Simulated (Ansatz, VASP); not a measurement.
## Two plane-wave programs on SrTiO3

POSCAR

```
SrTiO3
1.0
    3.7505774415      0.0000000000      0.0000000000
    0.0000000000      3.7505774415      0.0000000000
    0.0000000000      0.0000000000      3.7505774415
Sr Ti O
1 1 3
Direct
    0.0000000000      0.0000000000      0.0000000000
    0.5000000000      0.5000000000      0.5000000000
    0.5000000000      0.5000000000      0.0000000000
    0.5000000000      0.0000000000      0.5000000000
    0.0000000000      0.5000000000      0.5000000000
```

The input INCAR.step1:

```
PREC = Accurate
ENCUT = 520
ISMEAR = 0
SIGMA = 0.01
LREAL = F
LASPH = T
NELM = 150
MAGMOM = 0 0 0 0 0 0 0 0 0 0 0 0 0 0 0
LSORBIT = T
GGA_COMPAT = F
LMAXMIX = 4
NBANDS = 55
GGA = PE
ALGO = Normal
EDIFF = 1E-4
LWAVE = T
LCHARG = F
```

File INCAR.step2:

```
PREC = Accurate
ENCUT = 520
EDIFF = 1E-6
ISMEAR = 0
SIGMA = 0.01
LREAL = F
LASPH = T
NELM = 150
ALGO = Normal
ISIF = 2
LWAVE = F
LCHARG = F
MAGMOM = 0 0 0 0 0 0 0 0 0 0 0 0 0 0 0
LORBIT = 11
LSORBIT = T
GGA_COMPAT = F
LORBMOM = T
LMAXMIX = 4
METAGGA = R2SCAN
LMIXTAU = T
NBANDS = 55
ISTART = 1
```

Contents of KPOINTS:

```
regular mesh
0
Gamma
  6 6 6
```

Input for Ansatz:

```yaml
crystal:
  lattice:
    - [3.7505774415, 0.0, 0.0]
    - [0.0, 3.7505774415, 0.0]
    - [0.0, 0.0, 3.7505774415]
  atoms:
    - { symbol: Sr, position: [0.0, 0.0, 0.0] }
    - { symbol: Ti, position: [0.5, 0.5, 0.5] }
    - { symbol: O, position: [0.5, 0.5, 0.0] }
    - { symbol: O, position: [0.5, 0.0, 0.5] }
    - { symbol: O, position: [0.0, 0.5, 0.5] }
kpoints:
  mp_grid: { grid: [6, 6, 6] }
  band_path:
    path: [[0.0, 0.0, 0.0], [0.0, 0.5, 0.0], [0.5, 0.5, 0.0], [0.5, 0.5, 0.5]]
    npoints: 1
hamiltonian:
  xc: r2scan
scf:
  occupations: { method: fixed }
  n_extra_bands: 10
magnetization:
  noncollinear: true
  spin_orbit: true
output:
  forces: true
  stress: true
  eigenvalues: true
```

Change from the starting cell: hydrostatic strain -4.0%.

Alike in both runs: task single point; functional r2SCAN; k mesh 6 × 6 × 6; non-collinear spin, spin-orbit coupling.

|  | VASP | Ansatz |
| --- | --- | --- |
| version | VASP 6.6.1 | Ansatz 0.2.0 |
| potentials or method | VASP PAW PBE potentials, release 64 (Sr_sv, Ti_sv, O) | plane waves, PAW |
| plane-wave cutoff (eV) | 520 | 500 |
| occupations | gaussian, width 0.01 eV | fixed |
| valence electrons in the cell | 40 | 40 |

|  | VASP | Ansatz | Ansatz less VASP |
| --- | --- | --- | --- |
| pressure (GPa) | 31.7 | 30.3 | -1.39 |

VASP's potentials were made for PBE, not for r2SCAN. Both programs put the cell under a high pressure, so it lies far from rest at this level.
